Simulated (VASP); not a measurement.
# SnSe (Pnma) in VASP: single point with PBE

Aim: the single point of SnSe with PBE.

Everything below comes from runs of VASP 6.6.1. Logs are shortened: lines on timing, memory, paths and dates and some standing lists are left out, and cuts for length are marked.

### Step 1. The cell of the first run

It takes space group Pnma (No. 62, orthorhombic). The conventional cell has a = 11.812 Å, b = 4.208 Å, c = 4.559 Å, α = 90.00°, β = 90.00°, γ = 90.00°. Sn (site symmetry m) has 6 Se at 2.78 to 3.56 Å and 2 Sn at 3.72 Å within 3.8 Å. Se (site symmetry m) has 6 Sn at 2.78 to 3.56 Å within 3.7 Å.

### Step 2. Single point, PBE

Contents of INCAR:

```
ALGO     = Normal         # electronic algorithm
EDIFF    = 1E-6           # SCF threshold, eV
ENCUT    = 500            # plane-wave cutoff, eV
GGA      = PE             # functional
GGA_COMPAT= False        
ISIF     = 2              # what is computed and relaxed
ISMEAR   = -1             # smearing method
LASPH    = True           # aspherical terms in the spheres
LCHARG   = True           # write CHGCAR
LELF     = True           # ELF
LREAL    = Auto         
LVHAR    = True         
LWAVE    = False          # write WAVECAR
NBANDS   = 182            # bands
NELM     = 120            # most SCF steps
PREC     = Accurate       # precision mode
SIGMA    = 0.01           # smearing width, eV
```

Contents of KPOINTS:

```
Automatic mesh
0
Gamma
  1 1 1
  0.25 0.25 0.25
```

Contents of POSCAR:

```
SnSe
1.0
   11.8119576360      0.0000000000      0.0000000000
    0.0000000000      8.4159686960      0.0000000000
    0.0000000000      0.0000000000      9.1172328878
Sn Se
16 16
Direct
    0.6218611138      0.3750000000      0.1924946954
    0.8781388862      0.1250000000      0.4424946954
    0.3781388862      0.1250000000      0.3075053046
    0.1218611138      0.3750000000      0.0575053046
    0.6218611138      0.3750000000      0.6924946954
    0.8781388862      0.1250000000      0.9424946954
    0.3781388862      0.1250000000      0.8075053046
    0.1218611138      0.3750000000      0.5575053046
    0.6218611138      0.8750000000      0.1924946954
    0.8781388862      0.6250000000      0.4424946954
    0.3781388862      0.6250000000      0.3075053046
    0.1218611138      0.8750000000      0.0575053046
    0.6218611138      0.8750000000      0.6924946954
    0.8781388862      0.6250000000      0.9424946954
    0.3781388862      0.6250000000      0.8075053046
    0.1218611138      0.8750000000      0.5575053046
    0.1451485668      0.1250000000      0.2619383652
    0.6451485668      0.1250000000      0.4880616348
    0.3548514332      0.3750000000      0.0119383652
    0.8548514332      0.3750000000      0.2380616348
    0.1451485668      0.1250000000      0.7619383652
    0.6451485668      0.1250000000      0.9880616348
    0.3548514332      0.3750000000      0.5119383652
    0.8548514332      0.3750000000      0.7380616348
    0.1451485668      0.6250000000      0.2619383652
    0.6451485668      0.6250000000      0.4880616348
    0.3548514332      0.8750000000      0.0119383652
    0.8548514332      0.8750000000      0.2380616348
    0.1451485668      0.6250000000      0.7619383652
    0.6451485668      0.6250000000      0.9880616348
    0.3548514332      0.8750000000      0.5119383652
    0.8548514332      0.8750000000      0.7380616348
```

Potentials or basis: VASP PAW PBE potentials, release 64 (Sn_d, Se).

Launch:

```
> cat potpaw_PBE.64/Sn_d/POTCAR potpaw_PBE.64/Se/POTCAR > POTCAR
> mpirun -np 1 vasp_std > vasp.out
```

OUTCAR:

```text
EDIFF = 1E-6
   ENCUT = 500
   GGA = PE
   ISIF = 2
   ISMEAR = -1
   LASPH = True
   LREAL = Auto
   NELM = 120
   PREC = Accurate

 ion  position               nearest neighbor table
   1  0.622  0.375  0.192-  20 2.78  22 2.82  30 2.82  11 3.72   3 3.72
   2  0.878  0.125  0.442-  18 2.78  20 2.82  28 2.82  16 3.72   8 3.72
   3  0.378  0.125  0.308-  17 2.78  23 2.82  31 2.82   9 3.72   1 3.72
   4  0.122  0.375  0.058-  19 2.78  17 2.82  25 2.82  14 3.72   6 3.72
   5  0.622  0.375  0.692-  24 2.78  18 2.82  26 2.82  15 3.72   7 3.72
   6  0.878  0.125  0.942-  22 2.78  24 2.82  32 2.82  12 3.72   4 3.72
[... 8 lines left out ...]
  15  0.378  0.625  0.808-  29 2.78  27 2.82  19 2.82  13 3.72   5 3.72
  16  0.122  0.875  0.558-  31 2.78  29 2.82  21 2.82  10 3.72   2 3.72
  17  0.145  0.125  0.262-   3 2.78   4 2.82  12 2.82
[... 23 lines left out ...]
 A1 = (   0.0000000000,   8.4159686960,   0.0000000000)
 A2 = (   0.0000000000,   0.0000000000,   9.1172328878)
 A3 = (  11.8119576360,   0.0000000000,   0.0000000000)

Analysis of symmetry for initial positions (statically):
=====================================================================
 Subroutine PRICEL returns following result:

  LATTYP: Found a simple orthorhombic cell.
 ALAT       =     4.2079843480
 B/A-ratio  =     1.0833254278
 C/A-ratio  =     2.8070345940

  Lattice vectors:

 A1 = (   0.0000000000,   4.2079843480,   0.0000000000)
 A2 = (   0.0000000000,   0.0000000000,   4.5586164439)
 A3 = (  11.8119576360,   0.0000000000,   0.0000000000)

   4 primitive cells build up your supercell.

 Routine SETGRP: Setting up the symmetry group for a
 simple orthorhombic supercell.

 Subroutine GETGRP returns: Found  8 space group operations
 (whereof  2 operations were pure point group operations)
 out of a pool of  8 trial point group operations.

The static configuration has the point symmetry S_2 .
 The point group associated with its full space group is D_2h.

Analysis of symmetry for dynamics (positions and initial velocities):
=====================================================================
 Subroutine PRICEL returns following result:

  LATTYP: Found a simple orthorhombic cell.
 ALAT       =     4.2079843480
 B/A-ratio  =     1.0833254278
 C/A-ratio  =     2.8070345940

  Lattice vectors:

 A1 = (   0.0000000000,   4.2079843480,   0.0000000000)
[... 102 lines left out ...]
   LREAL  =      T    real-space projection
   EDIFFG = 0.1E-04   stopping-criterion for IOM
   NSW    =      0    number of steps for IOM
   IBRION =     -1    ionic relax: 0-MD 1-quasi-New 2-CG
   NFREE  =      0    steps in history (QN), initial steepest desc. (CG)
   ISIF   =      2    stress and relaxation
   ISYM   =      2    0-nonsym 1-usesym 2-fastsym
   POTIM  = 0.5000    time-step for ionic-motion
   TEBEG  =    0.0;   TEEND  =   0.0 temperature during run
   PSTRESS=    0.0 pullay stress
   NELECT =     320.0000    total number of electrons
   NUPDOWN=      -1.0000    fix difference up-down
   EMIN   =  10.00;   EMAX   =-10.00  energy-range for DOS
   EFERMI =   0.00;   METHOD = LEGACY
   ISMEAR =    -1;   SIGMA  =   0.01  broadening in eV -4-tet -1-fermi 0-gaus
   EFERMI_NEDOS =   21; number of points for ismear=-14 and -15
   IALGO  =     38    algorithm
   IMIX   =      4    mixing-type and parameters
     AMIX     =   0.40;   BMIX     =  1.00
     AMIX_MAG =   1.60;   BMIX_MAG =  1.00
  volume/ion in A,a.u.               =      28.32       191.13
  Fermi-wavevector in a.u.,A,eV,Ry     =   1.157076  2.186556 18.215812  1.338824
  Thomas-Fermi vector in A             =   2.293690
   LORBIT       =      0    0 simple, 1 ext, 2 COOP (PROOUT), +10 PAW based schemes
   GGA     = PE    functional components
   LHFCALC =     F    Hartree Fock is set to
   AEXX    =    0.0000 exact exchange contribution
   IVDW    =     0    specifies the selected vdW correction
   LEPSILON=     F    determine dielectric tensor
   LRPA    =     F    only Hartree local field effects (RPA)
 non-spin polarized calculation
  energy-cutoff  :      500.00
  volume of cell :      906.34
 maximum number of plane-waves:     23013
 NGX is ok and might be reduce to    90
   NGX = 43   NGY = 31   NGZ = 33

 number of electron     319.9999839 magnetization

 Free energy of the ion-electron system (eV)
  ---------------------------------------------------
  ext. energy  EPLUGINS =         0.00000000
  ---------------------------------------------------
  free energy    TOTEN  =      -131.61274122 eV

  energy without entropy =     -131.61274122  energy(sigma->0) =     -131.61274122

 E-fermi :   4.6289     XC(G=0):  -9.4154

 val. band max:        4.3837092655   @ k =   0.2500   0.2500   0.2500
 cond. band min:       6.0562627788   @ k =   0.2500   0.2500   0.2500
 fundamental gap:      1.6725535132
 Fermi energy:         4.6289349453

 k-point     1 :       0.2500    0.2500    0.2500
  band No.  band energies     occupation
      1     -16.4914      2.00000
      2     -16.4906      2.00000
      3     -16.4883      2.00000
      4     -16.4878      2.00000
      5     -16.4862      2.00000
      6     -16.4853      2.00000
[... 164 lines left out ...]
    171       6.8407      0.00000
    172       7.2054      0.00000
 [bands above 172 left out]

------------------------ aborting loop because EDIFF is reached ----------------------------------------

  FORCE on cell =-STRESS in cart. coord.  units (eV):
  Direction    XX          YY          ZZ          XY          YZ          ZX
  --------------------------------------------------------------------------------------
  -------------------------------------------------------------------------------------
  Total       -1.5520050     -0.2889855      1.5252717      0.0000000      0.0000000      0.0000000
  in kB       -2.7435612     -0.5108549      2.6963033      0.0000000      0.0000000      0.0000000
  external PRESSURE =      -0.1860376 kB  Pullay stress =       0.0000000 kB

 VOLUME and BASIS-vectors are now :
 -----------------------------------------------------------------------------
  energy-cutoff  :      500.00
  volume of cell :      906.34
      direct lattice vectors                 reciprocal lattice vectors
    11.811957636  0.000000000  0.000000000     0.084659972  0.000000000  0.000000000
     0.000000000  8.415968696  0.000000000     0.000000000  0.118821735  0.000000000
     0.000000000  0.000000000  9.117232888     0.000000000  0.000000000  0.109682402

 POSITION                                       TOTAL-FORCE (eV/Angst)
 -----------------------------------------------------------------------------------
      7.34540      3.15599      1.75502        -0.044902      0.000000      0.043942
     10.37254      1.05200      4.03433         0.044902      0.000000      0.043942
      4.46656      1.05200      2.80360         0.044902     -0.000000     -0.043942
      1.43942      3.15599      0.52429        -0.044902      0.000000     -0.043942
      7.34540      3.15599      6.31364        -0.044902     -0.000000      0.043942
     10.37254      1.05200      8.59294         0.044902      0.000000      0.043942
[... 24 lines left out ...]
      4.19149      7.36397      4.66746        -0.006040     -0.000000      0.044618
     10.09747      7.36397      6.72908        -0.006040      0.000000     -0.044618
 -----------------------------------------------------------------------------------
    total drift:                                0.000000     -0.000000     -0.000000

  FREE ENERGIE OF THE ION-ELECTRON SYSTEM (eV)
  ---------------------------------------------------
  free  energy   TOTEN  =      -131.6127412249 eV

  energy  without entropy=     -131.6127412249  energy(sigma->0) =     -131.61274122
```

OSZICAR:

```text
N       E                     dE             d eps       ncg     rms          rms(c)
DAV:   1     0.450236559841E+04    0.45024E+04   -0.13170E+05   364   0.218E+03
DAV:   2     0.853144616835E+03   -0.36492E+04   -0.35918E+04   364   0.664E+02
DAV:   3    -0.185990188250E+02   -0.87174E+03   -0.83579E+03   402   0.251E+02
DAV:   4    -0.129661353407E+03   -0.11106E+03   -0.10807E+03   440   0.796E+01
DAV:   5    -0.134557909258E+03   -0.48966E+01   -0.48518E+01   408   0.162E+01    0.125E+01
DAV:   6    -0.131641734063E+03    0.29162E+01   -0.76659E+00   472   0.655E+00    0.766E+00
DAV:   7    -0.131644511345E+03   -0.27773E-02   -0.35940E+00   504   0.313E+00    0.282E+00
DAV:   8    -0.131626207682E+03    0.18304E-01   -0.77837E-01   472   0.244E+00    0.777E-01
DAV:   9    -0.131613327396E+03    0.12880E-01   -0.17456E-01   464   0.116E+00    0.300E-01
DAV:  10    -0.131612318388E+03    0.10090E-02   -0.14242E-02   480   0.347E-01    0.124E-01
DAV:  11    -0.131612777141E+03   -0.45875E-03   -0.24683E-03   496   0.102E-01    0.499E-02
DAV:  12    -0.131612737210E+03    0.39932E-04   -0.18764E-04   456   0.312E-02    0.217E-02
DAV:  13    -0.131612745286E+03   -0.80766E-05   -0.19345E-05   328   0.108E-02    0.849E-03
DAV:  14    -0.131612741538E+03    0.37484E-05   -0.86592E-06   384   0.898E-03    0.188E-03
DAV:  15    -0.131612741225E+03    0.31285E-06   -0.18220E-06   248   0.276E-03
   1 F= -.13161274E+03 E0= -.13161274E+03  d E =-.114983E-10
```

Wall time 9.8 min (1 thread of Oxide Virtual Turin-like, shared host); peak memory 0.76 GiB.

What came out:

- Free energy: -131.6127 eV
- Pressure: 0.0 GPa
- Largest force: 0.063 eV/Å
- Band gap on the k mesh: 1.67 eV

Forces on the atoms (eV/Å):
```
Sn  -0.045  0.000  0.044
Sn   0.045  0.000  0.044
Sn   0.045  0.000 -0.044
Sn  -0.045  0.000 -0.044
Sn  -0.045  0.000  0.044
Sn   0.045  0.000  0.044
Sn   0.045  0.000 -0.044
Sn  -0.045  0.000 -0.044
Sn  -0.045  0.000  0.044
Sn   0.045  0.000  0.044
Sn   0.045  0.000 -0.044
Sn  -0.045  0.000 -0.044
Sn  -0.045  0.000  0.044
Sn   0.045  0.000  0.044
Sn   0.045  0.000 -0.044
Sn  -0.045  0.000 -0.044
Se   0.006  0.000  0.045
Se   0.006  0.000 -0.045
Se  -0.006  0.000  0.045
Se  -0.006  0.000 -0.045
Se   0.006  0.000  0.045
Se   0.006  0.000 -0.045
Se  -0.006  0.000  0.045
Se  -0.006  0.000 -0.045
Se   0.006  0.000  0.045
Se   0.006  0.000 -0.045
Se  -0.006  0.000  0.045
Se  -0.006  0.000 -0.045
Se   0.006  0.000  0.045
Se   0.006  0.000 -0.045
Se  -0.006  0.000  0.045
Se  -0.006  0.000 -0.045
```

Levels at points of the mesh, in eV from the valence-band top:
| k point | band 157 | band 158 | band 159 | band 160 | band 161 | band 162 | band 163 | band 164 |
| --- | --- | --- | --- | --- | --- | --- | --- | --- |
| (0.25, 0.25, 0.25) | -0.25 | -0.12 | -0.05 | 0.00 | 1.67 | 1.81 | 1.85 | 1.94 |

Caveat: the k points lie up to 0.75 Å⁻¹ apart; spin-orbit coupling is left out, which moves the levels of the heavy elements; a shifted mesh leaves out Γ, where band edges can lie. A k mesh can miss the band edges.
